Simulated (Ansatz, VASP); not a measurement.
**Two plane-wave programs on NbAs**

```
Nb As
1.0
     0.00000    2.90678    2.90678
     2.90678    0.00000    2.90678
     2.90678    2.90678    0.00000
Nb As
1 1
Cartesian
  0.0000 0.0000 0.0000
  1.4534 1.4534 1.4534
```

Alike in both runs: task single point; functional PBE; k mesh 12 × 12 × 12; occupations gaussian, width 0.1 eV; collinear spin.

```csv
,VASP,Ansatz
version,VASP 6.6.1,Ansatz 0.2.0
potentials or method,"VASP PAW PBE potentials, release 64 (Nb_sv, As), cutoff 500 eV","scalar-relativistic, plane waves, PAW"
valence electrons in the cell,18,28
```

|  | VASP | Ansatz | Ansatz less VASP |
| --- | --- | --- | --- |
| gap on the k mesh at the Fermi level (eV) | none | none | - |
| pressure (GPa) | 0.1 | 0.0 | -0.05 |
| net moment per atom (μB) | 0.03 | 0.00 | -0.026 |
| size of the moment on the site where the two differ most (μB) | 0.04 | 0.00 | -0.043 |

Site moments also hang on the region over which each program counts them. A gap of «none» marks a metal or a gap that the smearing closes. VASP's potentials hold 18 valence electrons a cell and Ansatz's 28, so a difference there can come from the potentials and not from the codes. Ansatz's warnings: seeded moment not kept.
